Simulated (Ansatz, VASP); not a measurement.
Zn7O: VASP beside Ansatz

```xyz
8
Lattice="2.9928 0.0000 0.0000 -1.4964 2.5919 0.0000 0.0000 0.0000 15.3184" Properties=species:S:1:pos:R:3 pbc="T T T"
Zn    0.0000    1.7279   11.2408
Zn    1.4964    0.8640   13.2816
Zn    0.0000    1.7279    7.1038
Zn    0.0000    0.0000    9.1634
Zn    0.0000    0.0000   -0.0606
Zn    0.0000    1.7279    2.8533
Zn    0.0000    0.0000    5.0136
O     0.0000    0.0000    1.8628
```

Alike in both runs: functional PBE; k mesh 12 × 12 × 2; occupations gaussian, width 0.1 eV; no spin polarisation.

Ansatz relaxed the structure, and its values are those at the end. VASP's run is a single point on that final structure, the one shown.

|  | VASP | Ansatz |
| --- | --- | --- |
| version | VASP 6.6.1 | Ansatz 0.2.0 |
| potentials or method | VASP PAW PBE potentials, release 64 (Zn, O), cutoff 520 eV | scalar-relativistic, plane waves, PAW |
| valence electrons in the cell | 90 | 90 |

```csv
,VASP,Ansatz,Ansatz less VASP
gap on the k mesh at the Fermi level (eV),none,none,-
pressure (GPa),0.4,0.0,-0.44
rms of the force components (eV/Å),0.020,0.001,-0.0189
```

A gap of «none» marks a metal or a gap that the smearing closes.
